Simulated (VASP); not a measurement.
## Nb2BiN: relaxation of cell and atoms with PBEsol

The system is Nb2BiN.

```
CELL_PARAMETERS angstrom
1.72649 0.99679 5.63871
-1.72649 0.99679 5.63871
0.00000 -1.99358 5.63871
ATOMIC_POSITIONS crystal
Nb 0.75000 0.75000 0.75000
Nb 0.25000 0.25000 0.25000
Bi 0.50000 0.50000 0.50000
N 0.00000 0.00000 0.00000
```

```yaml
Program: VASP 6.6.1
Task: relaxation of cell and atoms
Functional: PBEsol
Potentials_or_basis: VASP PAW PBE potentials, release 64 (Nb_sv, Bi_d, N)
Cutoff: 600 eV
k_mesh: 6 × 6 × 6
Occupations: gaussian, width 0.1 eV
Spin: no spin polarisation
Dipole_correction: no
Further_INCAR_settings: ALGO = Normal; EDIFF = 1e-07; IBRION = 2; EDIFFG = -0.05; NSW = 100; ISIF = 3
```

```
Relaxed volume                        : 16.50 Å³/atom
Relaxed cell                          : a = 6.967 Å, b = 6.967 Å, c = 6.967 Å, α = 28.04°, β = 28.04°, γ = 28.04°
Space group after relaxing (to 0.1 Å) : R-3m (No. 166)
Energy gained by relaxing             : 2196.5 meV/atom
Ionic steps                           : 13
Pressure after relaxing               : 0.2 GPa
Largest force after relaxing          : 0.041 eV/Å
Band gap on the k mesh                : zero (bands 23 and 24 overlap by 1.58 eV)
```

Forces in eV/Å, atoms in the order of the input:
```
Nb   0.000  0.000  0.041
Nb   0.000  0.000 -0.041
Bi   0.000  0.000  0.000
N    0.000  0.000  0.000
```

Stress tensor (GPa, compression positive):
```
0.12 0.00 0.00
0.00 0.12 0.00
0.00 0.00 0.22
```

Step by step:
```
step  energy change (eV)  largest force (eV/Å)  pressure (GPa)  volume (Å³)
   1              0.0000               11.0243           54.40        58.22
   2             -0.9763                2.4633          -29.93       110.58
   3             -4.9046                4.5896          -22.28        79.10
   4             -4.9787                5.0600          -19.32        76.68
   5             -4.9830                5.4215          -16.79        74.99
   6             -8.2856                0.8946           -3.18        66.11
   7             -8.3621                0.2628            2.46        64.89
   8             -8.7274                0.5787            2.23        65.75
   9             -8.7567                0.7721            2.83        65.99
  10             -8.7279                0.4985           -6.74        68.76
  11             -8.7765                0.2358           -1.11        67.04
  12             -8.7845                0.0978           -0.38        66.42
  13             -8.7861                0.0414            0.15        66.00
```

Final structure:
```
CELL_PARAMETERS angstrom
1.68782 0.97446 6.68844
-1.68782 0.97446 6.68844
0.00000 -1.94892 6.68844
ATOMIC_POSITIONS crystal
Nb 0.71439 0.71439 0.71439
Nb 0.28561 0.28561 0.28561
Bi 0.50000 0.50000 0.50000
N 0.00000 0.00000 0.00000
```

Levels at points of the mesh, in eV from the Fermi level:
```csv
k point,band 19,band 20,band 21,band 22,band 23,band 24,band 25,band 26,band 27
"(0.00, 0.00, 0.00)",-4.05,-2.04,-2.04,0.23,0.82,0.85,0.85,1.25,2.38
"(0.50, 0.00, 0.00)",-5.09,-3.67,-3.24,-0.22,-0.14,-0.05,0.44,2.17,2.18
"(0.50, 0.50, 0.00)",-5.02,-3.44,-3.40,-0.68,-0.55,0.98,1.23,1.52,1.83
"(0.50, 0.50, 0.50)",-5.08,-2.05,-2.05,0.41,0.41,0.80,0.81,2.36,2.36
```

Run time: 42 min on 1 thread of Intel(R) Xeon(R) Platinum 8175M CPU @ 2.50GHz (Skylake/Cascade Lake), with other jobs on the host, peak memory 0.4 GiB.

Caveat: a cell axis changed by over 15 % at a fixed basis, so the end point is rough; the PAW data sets were made with another functional, which shifts forces and pressure a little; spin-orbit coupling is left out, which moves the levels of the heavy elements; the relaxation stopped at a loose force limit of 0.05 eV/Å, so its end isn't a converged minimum.
